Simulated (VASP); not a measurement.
**SiTe: single point with PBEsol-based screened hybrid**

SiTe:

```xyz
2
Lattice="3.7143 0.0000 0.0000 -1.8572 3.2167 0.0000 0.0000 0.0000 4.9764" Properties=species:S:1:pos:R:3 pbc="T T T"
Si    0.0000    0.0000    2.4882
Te    0.0000    0.0000    0.0000
```

* Program: VASP 6.6.1
* Task: single point
* Functional: PBEsol-based screened hybrid
* Potentials or basis: VASP PAW PBE potentials, release 64 (Si, Te)
* Cutoff: 520 eV
* k mesh: 4 × 4 × 3
* Occupations: fermi-dirac, width 0.05 eV
* Spin: no spin polarisation

```json
{
  "Pressure": "-0.5 GPa",
  "Band gap on the k mesh": "zero (band 5 reaches 5.42 eV, above the bottom of band 6 at 4.70 eV)"
}
```

Stress tensor (GPa, compression positive):
```
-2.88  0.00  0.00
 0.00 -2.88  0.00
 0.00  0.00  4.22
```

Levels at points of the mesh, in eV from the Fermi level:
```
           k point  band 2  band 3  band 4  band 5  band 6  band 7  band 8  band 9
(0.00, 0.00, 0.00)   -6.84   -6.50    0.09    0.09    4.79    5.33    5.33    8.06
(0.50, 0.00, 0.00)   -5.60   -5.52   -4.92   -1.45    0.08    3.90    4.03    4.21
```

It took 5.1 min on 1 thread of AMD EPYC 9R45 (Zen 5), on a shared host, peak memory 0.24 GiB.

Caveat: the k points lie up to 0.49 Å⁻¹ apart; the PAW data sets were made with another functional, which shifts forces and pressure a little; spin-orbit coupling is left out, which moves the levels of the heavy elements.
